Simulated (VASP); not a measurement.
Set up this calculation in VASP 6.6.1, as the native input.

* Task: single point
* Functional: PBEsol
* Dispersion: D3(BJ)
* Potentials or basis: VASP PAW PBE potentials, release 64 (P)
* Cutoff: 500 eV
* k mesh: 20 × 20 × 20
* Occupations: gaussian, width 0.1 eV
* Spin: no spin polarisation
* Dipole correction: no
* Further INCAR settings: ALGO = Normal; EDIFF = 1e-06; NBANDS = 8

The structure of P lies in POSCAR:

```
P
1.0
    2.1025944445      0.0000000000      0.0000000000
    0.0000000000      2.1025944445      0.0000000000
    0.0000000000      0.0000000000      2.1025944445
P
1
Direct
    0.0000000000      0.0000000000      0.0000000000
```

One way to write it, as run:

INCAR

```
SYSTEM = P
PREC = Accurate
ENCUT = 500
EDIFF = 1E-6
ISMEAR = 0
SIGMA = 0.1
LREAL = .FALSE.
LASPH = .TRUE.
NELM = 120
ALGO = Normal
ISIF = 2
LWAVE = .FALSE.
LCHARG = .FALSE.
GGA = PS
IVDW = 12
NBANDS = 8
GGA_COMPAT = .FALSE.
```

KPOINTS

```
regular mesh
0
G
  20 20 20
  0 0 0
```

Potentials or basis: VASP PAW PBE potentials, release 64 (P).

Launch:

```console
$ cat potpaw_PBE.64/P/POTCAR > POTCAR
$ mpirun -np 1 vasp_std > vasp.out
```

It gave:

```
Pressure                   : 119.9 GPa
Dispersion energy per atom : -0.616 eV
```

Caveat: the PAW data sets were made with another functional, which shifts forces and pressure a little; pairwise dispersion overbinds metals, which lowers pressure and volume.

Run time: 13 s on 1 thread of Intel Xeon 8259CL, on a shared host, peak memory 0.13 GiB.
